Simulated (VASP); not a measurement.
Write the native input for VASP 6.6.1 that does the following.

```
Task                   : relaxation of cell and atoms
Functional             : PBE
Potentials or basis    : VASP PAW PBE potentials, release 64 (Mo_sv)
Cutoff                 : 600 eV
k mesh                 : 28 × 28 × 28
Occupations            : gaussian, width 0.03 eV
Spin                   : no spin polarisation
Target pressure        : 45 GPa
Dipole correction      : no
Further INCAR settings : ALGO = Fast; EDIFF = 1e-06; IBRION = 2; EDIFFG = -0.002; NSW = 100; ISIF = 3
```

The structure of Mo lies in POSCAR:

```
Mo
1.0
   -1.5123819233      1.5123819233      1.5123819233
    1.5123819233     -1.5123819233      1.5123819233
    1.5123819233      1.5123819233     -1.5123819233
Mo
1
Direct
    0.0000000000      0.0000000000      0.0000000000
```

One way to write it, as run:

INCAR

```
PREC = Accurate
ENCUT = 600
EDIFF = 1E-6
ISMEAR = 0
SIGMA = 0.03
LREAL = F
LASPH = T
NELM = 80
ALGO = Fast
ISIF = 3
LWAVE = F
LCHARG = F
GGA = PE
IBRION = 2
NSW = 100
EDIFFG = -0.002
PSTRESS = 450.0
```

KPOINTS

```
Automatic mesh
0
Gamma
  28 28 28
```

Potentials or basis: VASP PAW PBE potentials, release 64 (Mo_sv).

Launch:

```sh
$ cat potpaw_PBE.64/Mo_sv/POTCAR > POTCAR
$ mpirun -np 1 vasp_std > vasp.out
```

Results of the run:

```json
{
 "Relaxed volume": "13.86 Å³/atom",
 "Relaxed cell": "a = 2.621 Å, b = 2.621 Å, c = 2.621 Å, α = 109.47°, β = 109.47°, γ = 109.47°",
 "Space group after relaxing (to 0.05 Å)": "Im-3m (No. 229)",
 "Energy change on relaxing (the enthalpy is what falls)": "-7.0 meV/atom",
 "Ionic steps": "10",
 "Pressure after relaxing": "45.0 GPa",
 "Band gap on the k mesh": "zero (band 7 reaches 19.34 eV, above the bottom of band 8 at 13.01 eV)"
}
```

Caveat: the cell is relaxed towards a set pressure, so the enthalpy falls and the energy may rise.

It took 4.6 min on 1 thread of Intel(R) Xeon(R) Platinum 8259CL CPU @ 2.50GHz (Skylake/Cascade Lake), on a shared host, peak memory 0.25 GiB.
